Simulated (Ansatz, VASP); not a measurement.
## One calculation of SnO2, two programs

```
CELL_PARAMETERS angstrom
4.44810 0.00000 0.00000
0.00000 5.68147 0.00000
0.00000 0.00000 4.92123
ATOMIC_POSITIONS crystal
Sn 0.50000 0.66734 0.75000
Sn 0.00000 0.83266 0.25000
Sn 0.50000 0.33266 0.25000
Sn 0.00000 0.16734 0.75000
O 0.73093 0.60502 0.07769
O 0.23093 0.89498 0.92231
O 0.76907 0.89498 0.57769
O 0.26907 0.60502 0.42231
O 0.73093 0.39498 0.57769
O 0.23093 0.10502 0.42231
O 0.76907 0.10502 0.07769
O 0.26907 0.39498 0.92231
```

Change from the starting cell: volume 10.364 Å^3 an atom, stretch along b over the lengths across it, relative to the relaxed cell 1.0549.

Alike in both runs: task single point; functional LDA; k mesh 6 × 6 × 6; occupations gaussian, width 0.05 eV; no spin polarisation.

```csv
,VASP,Ansatz
version,VASP 6.6.1,Ansatz 0.2.0
potentials or method,"VASP PAW LDA potentials, release 64 (Sn_d, O), cutoff 520 eV","scalar-relativistic, plane waves, PAW"
valence electrons in the cell,104,104
```

|  | VASP | Ansatz | Ansatz less VASP |
| --- | --- | --- | --- |
| gap on the k mesh at the Fermi level (eV) | 2.96 | 2.92 | -0.036 |
| least direct gap on the mesh (eV) | 2.97 | 2.94 | -0.037 |
| rms of the force components (eV/Å) | 0.439 | 0.414 | -0.0255 |

Ansatz warns that its potentials were made for another functional, while VASP's fit it. LDA's correlation is that of Perdew and Zunger in VASP and of Perdew and Wang (1992) in Ansatz. Atom by atom the forces differ by 0.027 eV/Å (rms over components).
